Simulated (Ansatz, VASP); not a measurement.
## Two plane-wave programs on Be3Cd2O3

INCAR

```
PREC     = Accurate       # precision mode
ENCUT    = 600            # plane-wave cutoff, eV
EDIFF    = 1E-6           # SCF threshold, eV
ISMEAR   = 0              # smearing method
SIGMA    = 0.1            # smearing width, eV
LREAL    = F              # projectors in reciprocal space
LASPH    = T              # aspherical terms in the spheres
NELM     = 120            # most SCF steps
ALGO     = Normal         # electronic algorithm
ISIF     = 2              # what is computed and relaxed
LWAVE    = F              # write WAVECAR
LCHARG   = F              # write CHGCAR
GGA      = PE             # functional
NBANDS   = 34             # bands
GGA_COMPAT= F
```

Contents of KPOINTS:

```
Automatic mesh
0
Gamma
  6 6 1
```

POSCAR

```
Be3Cd2O3
1.0
    2.7447640837      0.0000000000      0.0000000000
   -1.3723820419      2.3770354239      0.0000000000
    0.0000000000      0.0000000000     17.5959240471
Be Cd O
3 2 3
Direct
    0.3333333333      0.6666666667      0.4348519719
    0.6666666667      0.3333333333      0.5650784267
    0.3333333333      0.6666666667      0.9999346127
    0.0000000000      0.0000000000      0.2157520421
    0.0000000000      0.0000000000      0.7840793272
    0.6666666667      0.3333333333      0.4321387623
    0.3333333333      0.6666666667      0.5683578873
    0.6666666667      0.3333333333      0.9998069699
```

Input for Ansatz:

```yaml
crystal:
  lattice:
    - [2.7447640837, 0.0, 0.0]
    - [-1.3723820419, 2.3770354239, 0.0]
    - [0.0, 0.0, 17.5959240471]
  atoms:
    - { symbol: Be, position: [0.3333333333, 0.6666666667, 0.4348519719] }
    - { symbol: Be, position: [0.6666666667, 0.3333333333, 0.5650784267] }
    - { symbol: Be, position: [0.3333333333, 0.6666666667, 0.9999346127] }
    - { symbol: Cd, position: [0.0, 0.0, 0.2157520421] }
    - { symbol: Cd, position: [0.0, 0.0, 0.7840793272] }
    - { symbol: O, position: [0.6666666667, 0.3333333333, 0.4321387623] }
    - { symbol: O, position: [0.3333333333, 0.6666666667, 0.5683578873] }
    - { symbol: O, position: [0.6666666667, 0.3333333333, 0.9998069699] }
basis:
  ecutwfc: 420
kpoints:
  mp_grid: { grid: [6, 6, 1] }
hamiltonian:
  xc: pbe
scf:
  occupations: { method: gaussian, width: 0.1 }
  lower_state_search: "off"
output:
  forces: true
  stress: true
  eigenvalues: true
```

Alike in both runs: task single point; functional PBE; k mesh 6 × 6 × 1; occupations gaussian, width 0.1 eV; no spin polarisation.

|  | VASP | Ansatz |
| --- | --- | --- |
| version | VASP 6.6.1 | Ansatz 0.2.0 |
| potentials or method | VASP PAW PBE potentials, release 64 (Be, Cd, O), cutoff 600 eV | scalar-relativistic, plane waves, PAW |
| valence electrons in the cell | 48 | 64 |

Ansatz gave:

| Property | Result |
| --- | --- |
| gap on the k mesh at the Fermi level (eV) | none |
| pressure (GPa) | 1.8 |
| traceless stress, the component that is largest in VASP (GPa) | -1.52 |
| rms of the force components (eV/Å) | 0.017 |

**Question.** Which values does VASP return?

**Answer.** gap on the k mesh at the Fermi level (eV): none; pressure (GPa): 1.9; traceless stress, the component that is largest in VASP (GPa): -1.86; rms of the force components (eV/Å): 0.016.

Atom by atom the forces differ by 0.003 eV/Å (rms over components). A gap of «none» marks a metal or a gap that the smearing closes. With one functional, cell and mesh, what is left measures potentials, basis and numerics. VASP's potentials hold 48 valence electrons a cell and Ansatz's 64, so a difference there can come from the potentials and not from the codes.

The k mesh is coarse, so the values compare programs but aren't converged.
